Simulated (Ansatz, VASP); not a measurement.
## SnO in VASP and in Ansatz

```
CELL_PARAMETERS angstrom
3.80200 0.00000 0.00000
0.00000 3.80200 0.00000
0.00000 0.00000 4.59420
ATOMIC_POSITIONS crystal
Sn 0.00000 0.50000 0.23850
Sn 0.50000 0.00000 0.76150
O 0.00000 0.00000 0.00000
O 0.50000 0.50000 0.00000
```

Change from the starting cell: strain +0.000 along x and y, -0.050 along z, atoms carried along.

Alike in both runs: task single point; functional PBEsol; dispersion D3(BJ); k mesh 12 × 12 × 10; occupations gaussian, width 0.15 eV; no spin polarisation.

```csv
,VASP,Ansatz
version,VASP 6.6.1,Ansatz 0.2.0
potentials or method,"VASP PAW PBE potentials, release 64 (Sn_d, O), cutoff 520 eV","scalar-relativistic, plane waves, PAW"
valence electrons in the cell,40,40
```

|  | VASP | Ansatz | Ansatz less VASP |
| --- | --- | --- | --- |
| gap on the k mesh at the Fermi level (eV) | none | none | - |
| pressure (GPa) | 2.4 | 2.1 | -0.31 |
| traceless stress, the component that is largest in VASP (GPa) | 1.21 | 1.23 | +0.020 |
| rms of the force components (eV/Å) | 0.437 | 0.398 | -0.0390 |

VASP's potentials were made for PBE, not for PBEsol. Atom by atom the forces differ by 0.039 eV/Å (rms over components). A gap of «none» marks a metal or a gap that the smearing closes.
